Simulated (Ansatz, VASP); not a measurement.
## One calculation of AlN, two programs

The input INCAR:

```
PREC = Accurate ; ENCUT = 520
EDIFF = 1E-6 ; ISMEAR = 0
SIGMA = 0.05 ; LREAL = False
LASPH = True ; NELM = 80
ALGO = Normal ; ISIF = 2
LWAVE = False ; LCHARG = True
GGA = PE ; LELF = True
LVHAR = True ; NBANDS = 26
```

Contents of KPOINTS:

```
regular mesh
0
Gamma
  8 6 4
```

File POSCAR:

```
AlN
1.0
   -1.6567491617      2.8695737234      0.0000000000
    0.0000000000      0.0000000000      4.1874629526
    4.9702474850      2.8695737234      0.0000000000
Al N
4 4
Direct
    0.5709579960      0.7500000000      0.1396176314
    0.0000000000      0.7500000000      0.6666666667
    0.0000000000      0.2500000000      0.3333333333
    0.5000000000      0.2500000000      0.8333333333
    0.5000000000      0.2500000000      0.1666666667
    0.0000000000      0.2500000000      0.6666666667
    0.0000000000      0.7500000000      0.3333333333
    0.5000000000      0.7500000000      0.8333333333
```

Input for Ansatz:

```yaml
crystal:
  lattice:
    - [-1.6567491617, 2.8695737234, 0.0]
    - [0.0, 0.0, 4.1874629526]
    - [4.970247485, 2.8695737234, 0.0]
  atoms:
    - { symbol: Al, position: [0.570957996, 0.75, 0.1396176314] }
    - { symbol: Al, position: [0.0, 0.75, 0.6666666667] }
    - { symbol: Al, position: [0.0, 0.25, 0.3333333333] }
    - { symbol: Al, position: [0.5, 0.25, 0.8333333333] }
    - { symbol: "N", position: [0.5, 0.25, 0.1666666667] }
    - { symbol: "N", position: [0.0, 0.25, 0.6666666667] }
    - { symbol: "N", position: [0.0, 0.75, 0.3333333333] }
    - { symbol: "N", position: [0.5, 0.75, 0.8333333333] }
basis:
  ecutwfc: 420
kpoints:
  mp_grid: { grid: [8, 6, 4] }
hamiltonian:
  xc: pbe
  pseudopotentials: { kind: paw, azcp: { folder: soft_1 } }
scf:
  occupations: { method: gaussian, width: 0.05 }
output:
  forces: true
  stress: true
  eigenvalues: true
```

Alike in both runs: task single point; functional PBE; k mesh 8 × 6 × 4; occupations gaussian, width 0.05 eV; no spin polarisation.

|  | VASP | Ansatz |
| --- | --- | --- |
| version | VASP 6.6.1 | Ansatz 0.2.0 |
| potentials or method | VASP PAW PBE potentials, release 64 (Al, N), cutoff 520 eV | scalar-relativistic, plane waves, PAW |
| valence electrons in the cell | 32 | 32 |

VASP gave:

- gap on the k mesh at the Fermi level (eV): 3.04
- least direct gap on the mesh (eV): 3.04
- pressure (GPa): 2.3
- traceless stress, the component that is largest in VASP (GPa): 4.83
- rms of the force components (eV/Å): 0.973

Question: What did Ansatz give for the same quantities?

Answer: gap on the k mesh at the Fermi level (eV): 3.04; least direct gap on the mesh (eV): 3.04; pressure (GPa): 2.4; traceless stress, the component that is largest in VASP (GPa): 4.81; rms of the force components (eV/Å): 0.970.

Atom by atom the forces differ by 0.004 eV/Å (rms over components).
